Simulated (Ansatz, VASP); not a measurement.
# CuO in VASP and in Ansatz

File INCAR:

```
SYSTEM = CuO
ALGO = Normal ; EDIFF = 1E-6
ENCUT = 520 ; GGA = PS
ISIF = 2 ; ISMEAR = 0
ISPIN = 2 ; LASPH = .True.
LCHARG = .True. ; LDAU = .True.
LDAUJ = 0.7 0 ; LDAUL = 2 -1
LDAUPRINT = 1 ; LDAUTYPE = 1
LDAUU = 6 0 ; LELF = .True.
LMAXMIX = 4 ; LORBIT = 11
LREAL = .False. ; LVHAR = .True.
LWAVE = .False. ; MAGMOM = 0.6 -0.6 0 0
NBANDS = 29 ; NELM = 150
PREC = Accurate ; SIGMA = 0.05
```

KPOINTS

```
k-points
0
Gamma
  7 7 4
  0 0 0
```

File POSCAR:

```
CuO
1.0
    2.3446497600     -1.7133998200      0.0000000000
    2.3446497600      1.7133998200      0.0000000000
   -0.8605499100      0.0000000000      5.0594394800
Cu O
2 2
Direct
    0.0032000000      0.4968000000      0.0000000000
    0.4968000000      0.0032000000      0.5000000000
    0.5714000000      0.4056000000      0.2537000000
    0.4056000000      0.5714000000      0.7537000000
```

Input for Ansatz:

```yaml
crystal:
  lattice:
    - [2.34464976, -1.71339982, 0.0]
    - [2.34464976, 1.71339982, 0.0]
    - [-0.86054991, 0.0, 5.05943948]
  atoms:
    - { symbol: Cu, position: [0.0032, 0.4968, 0.0], spin: 1.0 }
    - { symbol: Cu, position: [0.4968, 0.0032, 0.5], spin: 1.0 }
    - { symbol: O, position: [0.5714, 0.4056, 0.2537] }
    - { symbol: O, position: [0.4056, 0.5714, 0.7537] }
basis:
  ecutwfc: 420
  ecutrho_ratio: 4
kpoints:
  mp_grid: { grid: [7, 7, 4] }
hamiltonian:
  xc: pbesol
  hubbard:
    sites:
      - { site: 0, l: d, u: 6.0, j: 0.7, starting_ns: [{ spin: up, occupation_matrix: s0up }, { spin: down, occupation_matrix: s0down }] }
      - { site: 1, l: d, u: 6.0, j: 0.7, starting_ns: [{ spin: up, occupation_matrix: s1up }, { spin: down, occupation_matrix: s1down }] }
    occupation_matrices:
      s0up:
        matrix:
          - [0.97, 0.0, 0.0, 0.0, 0.0]
          - [0.0, 0.97, 0.0, 0.0, 0.0]
          - [0.0, 0.0, 0.97, 0.0, 0.0]
          - [0.0, 0.0, 0.0, 0.97, 0.0]
          - [0.0, 0.0, 0.0, 0.0, 0.97]
      s0down:
        matrix:
          - [0.96848, 0.00645, 0.01593, -0.01328, -0.0311]
          - [0.00645, 0.94259, -0.06771, 0.05642, 0.13219]
          - [0.01593, -0.06771, 0.80272, 0.1394, 0.32659]
          - [-0.01328, 0.05642, 0.1394, 0.85383, -0.27216]
          - [-0.0311, 0.13219, 0.32659, -0.27216, 0.33237]
      s1up:
        matrix:
          - [0.97, 0.0, 0.0, 0.0, 0.0]
          - [0.0, 0.97, 0.0, 0.0, 0.0]
          - [0.0, 0.0, 0.97, 0.0, 0.0]
          - [0.0, 0.0, 0.0, 0.97, 0.0]
          - [0.0, 0.0, 0.0, 0.0, 0.97]
      s1down:
        matrix:
          - [0.305, -0.0475, -0.1425, 0.2375, 0.3325]
          - [-0.0475, 0.96661, -0.01018, 0.01696, 0.02375]
          - [-0.1425, -0.01018, 0.93946, 0.05089, 0.07125]
          - [0.2375, 0.01696, 0.05089, 0.88518, -0.11875]
          - [0.3325, 0.02375, 0.07125, -0.11875, 0.80375]
    ns_hold: { iters: 12 }
scf:
  occupations: { method: gaussian, width: 0.05 }
  lower_state_search: "off"
  max_iter: 150
output:
  forces: true
  stress: true
  eigenvalues: true
  populations: true
  hubbard: { sites: [{ site: 0, l: d }, { site: 1, l: d }] }
  write_density: true
  write_potential: true
  elf: true
  volumetric_format: npy
magnetization:
  spin_polarized: true
```

Alike in both runs: task single point; functional PBEsol; k mesh 7 × 7 × 4; occupations gaussian, width 0.05 eV; collinear spin; Hubbard terms Cu d U = 6.0 eV, J = 0.7 eV.

|  | VASP | Ansatz |
| --- | --- | --- |
| version | VASP 6.6.1 | Ansatz 0.2.0 |
| potentials or method | VASP PAW PBE potentials, release 64 (Cu, O), cutoff 520 eV | scalar-relativistic, plane waves, PAW |
| valence electrons in the cell | 34 | 50 |

|  | VASP | Ansatz | Ansatz less VASP |
| --- | --- | --- | --- |
| gap on the k mesh at the Fermi level (eV) | 0.94 | 0.47 | -0.469 |
| least direct gap on the mesh (eV) | 1.18 | 0.81 | -0.374 |
| pressure (GPa) | -5.7 | -0.3 | +5.41 |
| traceless stress, the component that is largest in VASP (GPa) | 1.59 | 0.64 | -0.954 |
| rms of the force components (eV/Å) | 0.401 | 0.447 | +0.0457 |
| net moment per atom (μB) | 0.00 | 0.00 | 0.000 |
| size of the moment on the site where the two differ most (μB) | 0.61 | 0.54 | -0.067 |

VASP's potentials were made for PBE, not for PBEsol. Site moments also hang on the region over which each program counts them. The programs project onto different local orbitals, so the same U acts differently, and such runs can settle in different states. Atom by atom the forces differ by 0.052 eV/Å (rms over components). VASP's potentials hold 34 valence electrons a cell and Ansatz's 50, so a difference there can come from the potentials and not from the codes. Ansatz's warnings: seeded moment not kept, specified occupation not kept, symmetry narrowed by occupation matrices.
